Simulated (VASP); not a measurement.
Here is a VASP 6.6.1 calculation.

File INCAR:

```
SYSTEM = NaH
PREC = Accurate ; ENCUT = 520
EDIFF = 1E-7 ; ISMEAR = -1
SIGMA = 0.0689 ; LREAL = Auto
LASPH = .TRUE. ; NELM = 60
ALGO = Normal ; ISIF = 2
LWAVE = .FALSE. ; LCHARG = .FALSE.
GGA = PS ; NBANDS = 46
```

KPOINTS

```
Automatic mesh
0
Gamma
  2 2 2
  0.5 0.5 0.5
```

Contents of POSCAR:

```
NaH
1.0
   -4.9123188227     -4.9123188227      0.0000000000
    0.0000000000     -4.9123188227      4.9123188227
   -4.9123188227      0.0000000000      4.9123188227
Na H
8 8
Direct
    0.5180456709     -0.0360710504      0.0139672327
   -0.1055691861      0.0540244861      0.0703546558
    0.4649045761      0.5488423283      0.0052526110
    0.0242381458      0.4713752473      0.0081730241
    0.5285289074     -0.0345473301      0.4956491197
   -0.0268909663     -0.0119611536      0.5535819433
    0.4750248476      0.4770631925      0.5825453525
    0.0220776590      0.4772366340      0.5110959998
    0.7518749563      0.2782469032      0.3288128394
    0.2978553618      0.2585458204      0.2163183088
    0.7607310590      0.7234623053      0.3053096825
    0.2115510083      0.7846048148      0.2553221900
    0.7459300042      0.2277714538      0.7973922584
    0.1992637358      0.2605769385      0.7578988935
    0.7084076025      0.7699770997      0.7749232363
    0.2488428671      0.7603693154      0.7732640403
```

Potentials or basis: VASP PAW PBE potentials, release 64 (Na_pv, H).

Command:

```sh
$ cat potpaw_PBE.64/Na_pv/POTCAR potpaw_PBE.64/H/POTCAR > POTCAR
$ mpirun -np 1 vasp_std > vasp.out
```

Task: What does it give for the band gap on the k mesh?

Result: 3.67 eV (least direct gap 3.80 eV).

Task: Predict the pressure.

Result: -0.5 GPa.

Task: Estimate the largest force.

Result: 0.851 eV/Å.

Forces in eV/Å, atoms in the order of the input:
```
Na   0.083  0.187  0.486
Na  -0.499 -0.443 -0.528
Na  -0.152  0.117  0.110
Na  -0.090  0.134  0.414
Na   0.150  0.276  0.748
Na  -0.092 -0.263 -0.131
Na   0.143 -0.259 -0.325
Na   0.340  0.019 -0.049
H    0.359  0.207 -0.435
H   -0.134  0.168  0.081
H    0.281 -0.064 -0.132
H   -0.215  0.032  0.066
H    0.254 -0.008  0.034
H   -0.436 -0.206  0.142
H   -0.247 -0.100 -0.245
H    0.255  0.202 -0.238
```

Caveat: the k points lie up to 0.55 Å⁻¹ apart; the atoms stand as in a frame of molecular dynamics; the PAW data sets were made with another functional, which shifts forces and pressure a little; a shifted mesh leaves out Γ, where band edges can lie. A k mesh can miss the band edges.
